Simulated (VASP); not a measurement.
A run of VASP 6.6.1 is set up as follows.

File INCAR:

```
PREC     = Accurate       # precision mode
ENCUT    = 600            # plane-wave cutoff, eV
EDIFF    = 1E-6           # SCF threshold, eV
ISMEAR   = 0              # smearing method
SIGMA    = 0.02           # smearing width, eV
LREAL    = F              # projectors in reciprocal space
LASPH    = T              # aspherical terms in the spheres
NELM     = 120            # most SCF steps
ALGO     = Normal         # electronic algorithm
ISIF     = 2              # what is computed and relaxed
LWAVE    = F              # write WAVECAR
LCHARG   = F              # write CHGCAR
GGA      = CA             # functional
NBANDS   = 19             # bands
GGA_COMPAT= F
```

KPOINTS

```
regular mesh
0
Gamma
  8 8 8
```

The input POSCAR:

```
CaF2
1.0
    0.0000000000      2.6630866650      2.6630866650
    2.6630866650      0.0000000000      2.6630866650
    2.6630866650      2.6630866650      0.0000000000
Ca F
1 2
Direct
    0.0000000000      0.0000000000      0.0000000000
    0.2500000000      0.2500000000      0.2500000000
    0.7500000000      0.7500000000      0.7500000000
```

Potentials or basis: VASP PAW LDA potentials, release 64 (Ca_sv, F).

The run is started by

```sh
$ cat potpaw_LDA.64/Ca_sv/POTCAR potpaw_LDA.64/F/POTCAR > POTCAR
$ mpirun -np 1 vasp_std > vasp.out
```

(1) Predict the pressure.

(2) What does it give for the band gap on the k mesh?

Results:

(1) 0.5 GPa.

(2) 7.36 eV (least direct gap 7.63 eV).
